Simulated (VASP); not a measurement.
Wanted: the native input for a VASP 6.6.1 run.

- Task: single point
- Functional: PBE
- Potentials or basis: VASP PAW PBE potentials, release 64 (Si, C)
- Cutoff: 520 eV
- k mesh: 2 × 2 × 2
- Occupations: gaussian, width 0.01 eV
- Spin: no spin polarisation
- Dipole correction: no
- Further INCAR settings: LREAL = Auto; ALGO = Normal; EDIFF = 1e-07; NBANDS = 151

The structure of Si14C15 (a cell with a defect) lies in POSCAR:

```
Si14C15
1.0
    6.1882403624     -5.3591733587      0.0000000000
   -7.7353004531     -2.6795866792      0.0000000000
    0.0000000000      0.0000000000    -10.1293391991
Si C
28 30
Direct
    0.5264857463      0.6189379860      0.0602307263
    0.0936974696      0.4728681868      0.0605301634
    0.6670785469      0.3312357388      0.0594684760
    0.2337723295      0.1846594716      0.0567050062
    0.8170975971      0.0415293913      0.0155071697
    0.3816478215      0.9021957511      0.0595386775
    0.9523258537      0.7692297095      0.0157381444
    0.3276173869      0.6573413029      0.5632827699
    0.9011736213      0.5206713314      0.5621246689
    0.4674579639      0.3713006204      0.5624614205
    0.0474427239      0.2438435609      0.5629593197
    0.6170281710      0.0921732752      0.5614638335
    0.1972260476      0.9461530230      0.5625860885
    0.7562095719      0.8029359047      0.5628795960
    0.5613925619      0.8463447526      0.3223435166
    0.1409684533      0.7088130080      0.3137371296
    0.7037511328      0.5612836640      0.3222171330
    0.2830969850      0.4238715066      0.3091140792
    0.8549523266      0.2834607426      0.3140777876
    0.4278839751      0.1395416517      0.3086036858
    0.0115995004      1.0068116054      0.3452614292
    0.5660354781      0.8506358109      0.8045369063
    0.1443390630      0.7091940218      0.8079846744
    0.7059965038      0.5639071255      0.8045981802
    0.2831213449      0.4241063822      0.8131173384
    0.8567099404      0.2873699548      0.8073165996
    0.4281658290      0.1379975253      0.8120649956
    0.0082287925      1.0036634778      0.7825443413
    0.5216775740      0.6152261431      0.2505454965
    0.0915580725      0.4714137367      0.2480574043
    0.6668605566      0.3319913929      0.2480082803
    0.2344335641      0.1844902271      0.2506057751
    0.8097694602      0.0371460686      0.2922423711
    0.3797218135      0.8996554456      0.2484040669
    0.9462484552      0.7635491328      0.2921855590
    0.3298724129      0.6580017302      0.7478759538
    0.9027650591      0.5235363916      0.7480614219
    0.4677583954      0.3713441114      0.7482697475
    0.0481385727      0.2460225948      0.7448083919
    0.6192125523      0.0935167202      0.7484279329
    0.1993782058      0.9461681173      0.7445467083
    0.7578209951      0.8041707123      0.7462422602
    0.2829388007      0.4238606018      0.4957881252
    0.8537996696      0.2846281047      0.4998713434
    0.4279504534      0.1383756187      0.4955818329
    0.0062825862      0.0022106760      0.5239033765
    0.5628096279      0.8490477960      0.5058783894
    0.1409476621      0.7067843940      0.4995408010
    0.7043600839      0.5615187449      0.5057797638
    0.2858623200      0.4270482533      1.0003658353
    0.8572702001      0.2850714183      0.9948986551
    0.4289776644      0.1401167210      0.9995010369
    0.0177876266      0.0115208348      0.9575362076
    0.5647920156      0.8507578848      0.9886505224
    0.1436461423      0.7109327455      0.9956525336
    0.7077423813      0.5624711090      0.9886588721
    0.8477018109      0.9650283486      0.1722556451
    0.9104489433      0.8374780206      0.1722094032
```

These files were run (other wordings do the same):

INCAR

```
SYSTEM = Si14C15
ALGO = Normal
EDIFF = 1E-7
ENCUT = 520
GGA = PE
ISIF = 2
ISMEAR = 0
LASPH = .True.
LCHARG = .False.
LREAL = Auto
LWAVE = .False.
NBANDS = 151
NELM = 80
PREC = Accurate
SIGMA = 0.01
```

KPOINTS

```
k-points
0
Gamma
  2 2 2
  0 0 0
```

Potentials or basis: VASP PAW PBE potentials, release 64 (Si, C).

Command:

```console
$ cat potpaw_PBE.64/Si/POTCAR potpaw_PBE.64/C/POTCAR > POTCAR
$ mpirun -np 1 vasp_std > vasp.out
```

Results of the run:

```json
{
 "Pressure": "7.2 GPa",
 "Largest force": "0.059 eV/Å",
 "Band gap on the k mesh": "1.72 eV"
}
```

Caveat: the k points lie up to 0.44 Å⁻¹ apart.

It took 33 min on 1 thread of Intel Xeon 6975P-C, on a shared host, peak memory 0.91 GiB.
